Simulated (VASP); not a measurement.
## InGa3P4: single point with r2SCAN

Crystal: InGa3P4.

```
CELL_PARAMETERS angstrom
3.92710 0.00000 0.00000
0.00000 7.87404 0.00000
0.00000 0.00000 5.57040
ATOMIC_POSITIONS crystal
Ga 0.00000 0.75852 0.99978
Ga 0.50000 0.00000 0.49817
Ga 0.00000 0.24148 0.99978
P 0.50000 0.76368 0.23968
P 0.00000 0.00000 0.74126
P 0.50000 0.23632 0.23968
P 0.00000 0.50000 0.78174
In 0.50000 0.50000 0.49992
```

```
Program             : VASP 6.6.1
Task                : single point
Functional          : r2SCAN
Potentials or basis : VASP PAW PBE potentials, release 64 (Ga_d, P, In_d)
Cutoff              : 520 eV
k mesh              : 6 × 4 × 4
Occupations         : fermi-dirac, width 0.02 eV
Spin                : no spin polarisation
```

The pressure is -0.1 GPa and the largest force is 0.013 eV/Å. The band gap on the k mesh is 1.69 eV (least direct gap 1.74 eV).

Forces in eV/Å, atoms in the order of the input:
```
Ga   0.000 -0.008  0.000
Ga   0.000  0.000  0.009
Ga   0.000  0.008  0.000
P    0.000 -0.005  0.002
P    0.000  0.000 -0.002
P    0.000  0.005  0.002
P    0.000  0.000 -0.013
In   0.000  0.000  0.002
```

Levels at points of the mesh, in eV from the valence-band top:
```tsv
k point	band 32	band 33	band 34	band 35	band 36	band 37	band 38	band 39	band 40	band 41
(0.00, 0.00, 0.00)	-1.44	-1.09	-0.12	-0.06	0.00	1.74	1.83	2.15	3.10	3.69
(0.50, 0.00, 0.00)	-2.78	-2.66	-2.61	-1.47	-1.06	1.84	1.89	2.07	2.25	3.04
(0.00, 0.50, 0.00)	-2.15	-1.46	-1.29	-0.51	-0.10	2.14	2.55	2.93	3.58	4.20
(0.50, 0.50, 0.00)	-2.77	-2.71	-2.64	-2.48	-2.22	2.69	3.12	3.18	3.21	3.46
(0.00, 0.00, 0.50)	-1.57	-1.38	-1.19	-1.15	-0.76	1.76	1.82	2.43	2.63	3.75
(0.50, 0.00, 0.50)	-3.43	-1.40	-1.19	-1.19	-0.97	1.69	2.03	4.65	4.76	4.80
(0.00, 0.50, 0.50)	-1.66	-1.63	-1.57	-1.48	-0.86	2.67	2.70	2.85	3.42	4.37
(0.50, 0.50, 0.50)	-3.01	-2.02	-1.99	-1.93	-1.93	3.50	3.52	3.60	3.81	4.40
```

It took 7.8 min on 1 thread of Intel(R) Xeon(R) 6975P-C (Granite Rapids), on a shared host, peak memory 0.44 GiB.

Caveat: the PAW data sets were made with another functional, which shifts forces and pressure a little; spin-orbit coupling is left out, which moves the levels of the heavy elements. A k mesh can miss the band edges.
